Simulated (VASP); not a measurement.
# GdN (Fm-3m) in VASP: settings compared, part 2 of 3

VASP 6.6.1.

## 4. Single point, PBE, collinear spin, ferromagnetic start

Contents of INCAR:

```
PREC     = Accurate       # precision mode
ENCUT    = 520            # plane-wave cutoff, eV
EDIFF    = 1E-6           # SCF threshold, eV
ISMEAR   = 0              # smearing method
SIGMA    = 0.05           # smearing width, eV
LREAL    = F              # projectors in reciprocal space
LASPH    = T              # aspherical terms in the spheres
NELM     = 150            # most SCF steps
ALGO     = Normal         # electronic algorithm
ISIF     = 2              # what is computed and relaxed
LWAVE    = F              # write WAVECAR
LCHARG   = F              # write CHGCAR
ISPIN    = 2              # spin polarisation
MAGMOM   = 7 0            # initial moments
LORBIT   = 11             # projections on sites
LMAXMIX  = 6              # l up to which the mixer works
GGA      = PE             # functional
NBANDS   = 22             # bands
```

Contents of KPOINTS:

```
regular mesh
0
Gamma
  12 12 12
```

Contents of POSCAR:

```
GdN
1.0
    0.0000000000      2.4927984072      2.4927984072
    2.4927984072      0.0000000000      2.4927984072
    2.4927984072      2.4927984072      0.0000000000
Gd N
1 1
Direct
    0.5000000000      0.5000000000      0.5000000000
    0.0000000000      0.0000000000      0.0000000000
```

Potentials or basis: VASP PAW PBE potentials, release 64 (Gd, N).

Command:

```sh
cat potpaw_PBE.64/Gd/POTCAR potpaw_PBE.64/N/POTCAR > POTCAR
mpirun -np 1 vasp_std > vasp.out
```

OUTCAR:

```text
PREC = Accurate
   ENCUT = 520
   EDIFF = 1E-6
   ISMEAR = 0
   LREAL = F
   LASPH = T
   NELM = 150
   ISIF = 2
   ISPIN = 2
   LORBIT = 11
   GGA = PE

 ion  position               nearest neighbor table
   1  0.500  0.500  0.500-   2 2.49   2 2.49   2 2.49   2 2.49   2 2.49   2 2.49
   2  0.000  0.000  0.000-   1 2.49   1 2.49   1 2.49   1 2.49   1 2.49   1 2.49

  LATTYP: Found a face centered cubic cell.
 ALAT       =     4.9855968144

  Lattice vectors:

 A1 = (   0.0000000000,   2.4927984072,   2.4927984072)
 A2 = (   2.4927984072,   0.0000000000,   2.4927984072)
 A3 = (   2.4927984072,   2.4927984072,   0.0000000000)

Analysis of symmetry for initial positions (statically):
=====================================================================
 Subroutine PRICEL returns:
 Original cell was already a primitive cell.

 Routine SETGRP: Setting up the symmetry group for a
 face centered cubic supercell.

 Subroutine GETGRP returns: Found 48 space group operations
 (whereof 48 operations were pure point group operations)
 out of a pool of 48 trial point group operations.

The static configuration has the point symmetry O_h .

Analysis of symmetry for dynamics (positions and initial velocities):
=====================================================================
 Subroutine PRICEL returns:
 Original cell was already a primitive cell.

 Routine SETGRP: Setting up the symmetry group for a
 face centered cubic supercell.

 Subroutine GETGRP returns: Found 48 space group operations
 (whereof 48 operations were pure point group operations)
 out of a pool of 48 trial point group operations.

The dynamic configuration has the point symmetry O_h .

Analysis of structural, dynamic, and magnetic symmetry:
=====================================================================
 Subroutine PRICEL returns:
 Original cell was already a primitive cell.

 Routine SETGRP: Setting up the symmetry group for a
 face centered cubic supercell.

 Subroutine GETGRP returns: Found 48 space group operations
 (whereof 48 operations were pure point group operations)
 out of a pool of 48 trial point group operations.

The overall configuration has the point symmetry O_h .

 Subroutine INISYM returns: Found 48 space group operations
 (whereof 48 operations are pure point group operations),
 and found     1 'primitive' translations

----------------------------------------------------------------------------------------

                                     Primitive cell

  volume of cell :      30.9807

  direct lattice vectors                    reciprocal lattice vectors
     0.000000000  2.492798407  2.492798407    -0.200577792  0.200577792  0.200577792
     2.492798407  0.000000000  2.492798407     0.200577792 -0.200577792  0.200577792
     2.492798407  2.492798407  0.000000000     0.200577792  0.200577792 -0.200577792

  length of vectors
     3.525349316  3.525349316  3.525349316     0.347410926  0.347410926  0.347410926

  position of ions in fractional coordinates (direct lattice)
     0.500000000  0.500000000  0.500000000
     0.000000000  0.000000000  0.000000000

  ion indices of the primitive-cell ions
   primitive index   ion index
                 1           1
                 2           2

[... 65 lines left out ...]
   ISPIN  =      2    spin polarized calculation?
   LNONCOLLINEAR =      F non collinear calculations
   LSORBIT =      F    spin-orbit coupling
   LASPH  =      T    aspherical Exc in radial PAW
   ENCUT  =  520.0 eV  38.22 Ry    6.18 a.u.   6.55  6.55  6.55*2*pi/ulx,y,z
   NELM   =    150;   NELMIN=  2; NELMDL= -5     # of ELM steps
   EDIFF  = 0.1E-05   stopping-criterion for ELM
   LREAL  =      F    real-space projection
   EDIFFG = 0.1E-04   stopping-criterion for IOM
   NSW    =      0    number of steps for IOM
   IBRION =     -1    ionic relax: 0-MD 1-quasi-New 2-CG
   NFREE  =      0    steps in history (QN), initial steepest desc. (CG)
   ISIF   =      2    stress and relaxation
   ISYM   =      2    0-nonsym 1-usesym 2-fastsym
   POTIM  = 0.5000    time-step for ionic-motion
   TEBEG  =    0.0;   TEEND  =   0.0 temperature during run
   PSTRESS=    0.0 pullay stress
   NELECT =      23.0000    total number of electrons
   NUPDOWN=      -1.0000    fix difference up-down
   EMIN   =  10.00;   EMAX   =-10.00  energy-range for DOS
   EFERMI =   0.00;   METHOD = LEGACY
   ISMEAR =     0;   SIGMA  =   0.05  broadening in eV -4-tet -1-fermi 0-gaus
   EFERMI_NEDOS =   21; number of points for ismear=-14 and -15
   IALGO  =     38    algorithm
   IMIX   =      4    mixing-type and parameters
     AMIX     =   0.40;   BMIX     =  1.00
     AMIX_MAG =   1.60;   BMIX_MAG =  1.00
  volume/ion in A,a.u.               =      15.49       104.53
  Fermi-wavevector in a.u.,A,eV,Ry     =   1.482360  2.801254 29.897313  2.197390
  Thomas-Fermi vector in A             =   2.596156
   LORBIT       =     11    0 simple, 1 ext, 2 COOP (PROOUT), +10 PAW based schemes
   GGA     = PE    functional components
   LHFCALC =     F    Hartree Fock is set to
   AEXX    =    0.0000 exact exchange contribution
   IVDW    =     0    specifies the selected vdW correction
   LEPSILON=     F    determine dielectric tensor
   LRPA    =     F    only Hartree local field effects (RPA)
 spin polarized calculation
 Gauss-broadening in eV      SIGMA  =   0.05
  energy-cutoff  :      520.00
  volume of cell :       30.98
 maximum number of plane-waves:       869
 NGX is ok and might be reduce to    28
   NGX = 13   NGY = 13   NGZ = 13

 number of electron      23.0000006 magnetization       6.9995260

 Free energy of the ion-electron system (eV)
  ---------------------------------------------------
  ext. energy  EPLUGINS =         0.00000000
  ---------------------------------------------------
  free energy    TOTEN  =       -23.21643682 eV

  energy without entropy =      -23.21632042  energy(sigma->0) =      -23.21637862

 E-fermi :   3.9667     XC(G=0): -11.5789

 val. band max:        3.8630142932   @ k =   0.0833   0.0000   0.0000
 cond. band min:       3.9697003625   @ k =   0.0833   0.0833   0.0000
 fundamental gap:      0.1066860693
 Fermi energy:         3.9666578685

 spin component 1

 k-point     1 :       0.0000    0.0000    0.0000
  band No.  band energies     occupation
      1     -39.8462      1.00000
      2     -16.8429      1.00000
      3     -16.8429      1.00000
      4     -16.8429      1.00000
      5      -9.1368      1.00000
      6       0.3062      1.00000
[... 589 lines left out ...]
     21      14.0764      0.00000
     22      16.0657      0.00000

 [... further k-points ...]

 spin component 2

 k-point     1 :       0.0000    0.0000    0.0000
  band No.  band energies     occupation
      1     -36.7487      1.00000
      2     -14.5967      1.00000
      3     -14.5967      1.00000
      4     -14.5967      1.00000
      5      -9.1280      1.00000
      6       3.0513      1.00000
[... 589 lines left out ...]
     21      15.1819      0.00000
     22      16.9556      0.00000

 [... further k-points ...]

------------------------ aborting loop because EDIFF is reached ----------------------------------------

  FORCE on cell =-STRESS in cart. coord.  units (eV):
  Direction    XX          YY          ZZ          XY          YZ          ZX
  --------------------------------------------------------------------------------------
  -------------------------------------------------------------------------------------
  Total       -0.0261938     -0.0261938     -0.0261938     -0.0000000     -0.0000000      0.0000000
  in kB       -1.3546216     -1.3546216     -1.3546216     -0.0000000     -0.0000000      0.0000000
  external PRESSURE =      -1.3546216 kB  Pullay stress =       0.0000000 kB

 VOLUME and BASIS-vectors are now :
 -----------------------------------------------------------------------------
  energy-cutoff  :      520.00
  volume of cell :       30.98
      direct lattice vectors                 reciprocal lattice vectors
     0.000000000  2.492798407  2.492798407    -0.200577792  0.200577792  0.200577792
     2.492798407  0.000000000  2.492798407     0.200577792 -0.200577792  0.200577792
     2.492798407  2.492798407  0.000000000     0.200577792  0.200577792 -0.200577792

 POSITION                                       TOTAL-FORCE (eV/Angst)
 -----------------------------------------------------------------------------------
      2.49280      2.49280      2.49280        -0.000000      0.000000      0.000000
      0.00000      0.00000      0.00000         0.000000     -0.000000     -0.000000
 -----------------------------------------------------------------------------------
    total drift:                                0.000000      0.000000      0.000000

  FREE ENERGIE OF THE ION-ELECTRON SYSTEM (eV)
  ---------------------------------------------------
  free  energy   TOTEN  =       -23.2164368172 eV

  energy  without entropy=      -23.2163204154  energy(sigma->0) =      -23.21637862

 total charge

# of ion       s       p       d       f       tot
--------------------------------------------------
    1        2.034   5.663   0.532   6.999  15.227
    2        1.250   2.383   0.000   0.000   3.633
--------------------------------------------------
tot          3.284   8.046   0.532   6.999  18.860

 magnetization (x)

# of ion       s       p       d       f       tot
--------------------------------------------------
    1       -0.005  -0.081   0.083   6.807   6.803
    2       -0.007  -0.077   0.000   0.000  -0.084
--------------------------------------------------
tot         -0.012  -0.158   0.083   6.807   6.719
```

It took 2.7 min on 1 thread of Intel Xeon 6975P-C (Granite Rapids), shared host; peak memory 0.26 GiB.

What came out:

```
Free energy                                           : -23.2164 eV
Pressure                                              : -0.1 GPa
Band gap on the k mesh                                : zero (filled and empty bands overlap)
Net moment                                            : 7.00 μB per cell
Site moments                                          : Gd +6.80; N -0.08 μB
Valence electrons inside the program's atomic spheres : Gd 15.23; N 3.63
```

Levels at points of the mesh, in eV from the Fermi level:
Spin up:
| k point | band 11 | band 12 | band 13 | band 14 | band 15 | band 16 | band 17 | band 18 | band 19 | band 20 |
| --- | --- | --- | --- | --- | --- | --- | --- | --- | --- | --- |
| (0.00, 0.00, 0.00) | -3.26 | -3.26 | 0.20 | 0.20 | 0.20 | 2.45 | 2.45 | 2.45 | 3.15 | 4.57 |
| (0.50, 0.00, 0.00) | -3.28 | -3.25 | -3.25 | -2.63 | -2.63 | 5.05 | 5.82 | 5.82 | 6.58 | 9.89 |
| (0.50, 0.50, 0.00) | -3.32 | -3.32 | -1.51 | -0.52 | -0.25 | -0.25 | 6.45 | 6.49 | 7.54 | 7.54 |
Spin down:
| k point | band 6 | band 7 | band 8 | band 9 | band 10 | band 11 |
| --- | --- | --- | --- | --- | --- | --- |
| (0.00, 0.00, 0.00) | -0.92 | -0.92 | -0.92 | 1.65 | 2.19 | 2.19 |
| (0.50, 0.00, 0.00) | -4.13 | -2.51 | -2.51 | 1.78 | 1.88 | 1.88 |
| (0.50, 0.50, 0.00) | -1.17 | -0.86 | -0.86 | 0.19 | 1.93 | 1.99 |

Caveat: spin-orbit coupling is left out, which moves the levels of the heavy elements; a cell with one magnetic atom can't hold antiferromagnetic order, which such compounds often take; semilocal functionals describe open f shells poorly, which spoils levels, moments and volumes. With open d or f shells a metallic result of PBE can be an artefact of self-interaction; +U or a hybrid may open a gap.

## 5. Single point, PBE, collinear spin, ferromagnetic start

Contents of INCAR:

```
SYSTEM = GdN
  PREC = Accurate
  ENCUT = 520
  EDIFF = 1E-7
  ISMEAR = 0
  SIGMA = 0.05
  LREAL = .FALSE.
  LASPH = .TRUE.
  NELM = 150
  ALGO = Normal
  ISIF = 2
  LWAVE = .FALSE.
  LCHARG = .FALSE.
  ISPIN = 2
  MAGMOM = 7 1
  LORBIT = 11
  LMAXMIX = 6
  GGA = PE
  NBANDS = 22
```

Contents of KPOINTS:

```
regular mesh
0
G
  12 12 12
  0 0 0
```

Contents of POSCAR:

```
GdN
1.0
    0.0000000000      2.4927984091      2.4927984091
    2.4927984091      0.0000000000      2.4927984091
    2.4927984091      2.4927984091      0.0000000000
Gd N
1 1
Direct
    0.5000000000      0.5000000000      0.5000000000
    0.0000000000      0.0000000000      0.0000000000
```

Command:

```sh
cat potpaw_PBE.64/Gd/POTCAR potpaw_PBE.64/N/POTCAR > POTCAR
mpirun -np 1 vasp_std > vasp.out
```

Wall time 9.1 min (1 thread of Intel Xeon 8259CL, shared host); peak memory 0.25 GiB.

Results (log left out):

```yaml
Free_energy: -23.2164 eV
Pressure: 0.0 GPa
Band_gap_on_the_k_mesh: zero (filled and empty bands overlap)
Net_moment: 7.00 μB per cell
Site_moments: Gd +6.80; N -0.08 μB
Valence_electrons_inside_the_program's_atomic_spheres: Gd 15.23; N 3.63
```

Levels at points of the mesh, in eV from the Fermi level:
Spin up:
| k point | band 13 | band 14 | band 15 | band 16 | band 17 | band 18 |
| --- | --- | --- | --- | --- | --- | --- |
| (0.00, 0.00, 0.00) | 0.20 | 0.20 | 0.20 | 2.45 | 2.45 | 2.45 |
| (0.50, 0.00, 0.00) | -3.25 | -2.63 | -2.63 | 5.05 | 5.82 | 5.82 |
| (0.50, 0.50, 0.00) | -1.51 | -0.52 | -0.25 | -0.25 | 6.45 | 6.49 |
Spin down:
| k point | band 5 | band 6 | band 7 | band 8 | band 9 | band 10 | band 11 | band 12 |
| --- | --- | --- | --- | --- | --- | --- | --- | --- |
| (0.00, 0.00, 0.00) | -13.09 | -0.92 | -0.92 | -0.92 | 1.65 | 2.18 | 2.18 | 2.18 |
| (0.50, 0.00, 0.00) | -11.18 | -4.13 | -2.51 | -2.51 | 1.78 | 1.88 | 1.88 | 2.12 |
| (0.50, 0.50, 0.00) | -12.81 | -1.17 | -0.86 | -0.86 | 0.19 | 1.93 | 1.99 | 2.04 |

Caveat: spin-orbit coupling is left out, which moves the levels of the heavy elements; a cell with one magnetic atom can't hold antiferromagnetic order, which such compounds often take; semilocal functionals describe open f shells poorly, which spoils levels, moments and volumes. The state reached can hang on the start; a lower one may exist.

(Continued in part 3 of 3.)
